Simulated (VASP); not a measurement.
Set up this calculation in VASP 6.6.1, as the native input.

```
Task                   : single point
Functional             : PBE
Potentials or basis    : VASP PAW PBE potentials, release 64 (Y_sv)
Cutoff                 : 520 eV
k mesh                 : 12 × 12 × 12
Occupations            : fermi-dirac, width 0.05 eV
Spin                   : collinear spin
Starting moments       : [1.0] μB
Dipole correction      : no
Further INCAR settings : ALGO = Normal; EDIFF = 1e-06; NBANDS = 16
```

The structure of Y lies in POSCAR:

```
Y
1.0
   -2.0474513255      2.0474513255      2.0474513255
    2.0474513255     -2.0474513255      2.0474513255
    2.0474513255      2.0474513255     -2.0474513255
Y
1
Direct
    0.0000000000      0.0000000000      0.0000000000
```

This isn't the form of Y at room conditions, which is hcp.

The input as run:

INCAR

```
SYSTEM = Y
  PREC = Accurate
  ENCUT = 520
  EDIFF = 1E-6
  ISMEAR = -1
  SIGMA = 0.05
  LREAL = .False.
  LASPH = .True.
  NELM = 150
  ALGO = Normal
  ISIF = 2
  LWAVE = .False.
  LCHARG = .False.
  ISPIN = 2
  MAGMOM = 1
  LORBIT = 11
  LMAXMIX = 4
  GGA = PE
  NBANDS = 16
```

KPOINTS

```
Automatic mesh
0
Gamma
  12 12 12
  0 0 0
```

Potentials or basis: VASP PAW PBE potentials, release 64 (Y_sv).

Run with:

```sh
$ cat potpaw_PBE.64/Y_sv/POTCAR > POTCAR
$ mpirun -np 1 vasp_std > vasp.out
```

It gave:

```yaml
Pressure: -1.6 GPa
Net_moment: 0.00 μB per cell
Valence_electrons_inside_the_program's_atomic_spheres: Y 9.36
```

Run time: 97 s on 1 thread of Intel(R) Xeon(R) Platinum 8259CL CPU @ 2.50GHz (Skylake/Cascade Lake) (shared host), peak memory 0.23 GiB.
